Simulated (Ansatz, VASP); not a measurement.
## TiC in VASP and in Ansatz

INCAR

```
SYSTEM = TiC
ALGO = Normal
EDIFF = 1E-7
ENCUT = 520
GGA = PE
ISIF = 2
ISMEAR = -1
LASPH = .TRUE.
LCHARG = .FALSE.
LREAL = .FALSE.
LWAVE = .FALSE.
NBANDS = 15
NELM = 60
PREC = Accurate
SIGMA = 0.05
```

The input KPOINTS:

```
k-points
0
G
  15 15 15
  0 0 0
```

Contents of POSCAR:

```
TiC
1.0
    0.0000000000      1.9416428346      1.9416428346
    1.9416428346      0.0000000000      1.9416428346
    1.9416428346      1.9416428346      0.0000000000
Ti C
1 1
Direct
    0.0000000000      0.0000000000      0.0000000000
    0.5000000000      0.5000000000      0.5000000000
```

Input for Ansatz:

```yaml
crystal:
  lattice:
    - [0.0, 1.9416428346, 1.9416428346]
    - [1.9416428346, 0.0, 1.9416428346]
    - [1.9416428346, 1.9416428346, 0.0]
  atoms:
    - { symbol: Ti, position: [0.0, 0.0, 0.0] }
    - { symbol: C, position: [0.5, 0.5, 0.5] }
kpoints:
  mp_grid: { grid: [15, 15, 15] }
scf:
  occupations: { method: fermi_dirac, width: 0.05 }
hamiltonian:
  xc: pbe
  pseudopotentials: { kind: paw }
output:
  forces: true
  stress: true
  eigenvalues: true
  populations: true
```

Change from the starting cell: volume scaled by 0.72, PAW files.

Alike in both runs: task single point; functional PBE; k mesh 15 × 15 × 15; occupations fermi-dirac, width 0.05 eV; no spin polarisation.

|  | VASP | Ansatz |
| --- | --- | --- |
| version | VASP 6.6.1 | Ansatz 0.2.0 |
| potentials or method | VASP PAW PBE potentials, release 64 (Ti_sv, C) | PAW with Ansatz's default frozen-core files, scalar-relativistic |
| plane-wave cutoff (eV) | 520 | 420 |
| valence electrons in the cell | 16 | 16 |

```csv
,VASP,Ansatz,Ansatz less VASP
pressure (GPa),156.3,157.0,+0.76
```

Both programs put the cell under a high pressure, so it lies far from rest at this level. With one functional, cell and mesh, what is left measures potentials, basis and numerics.

Noted on VASP's run: the cell as given lies far from equilibrium.
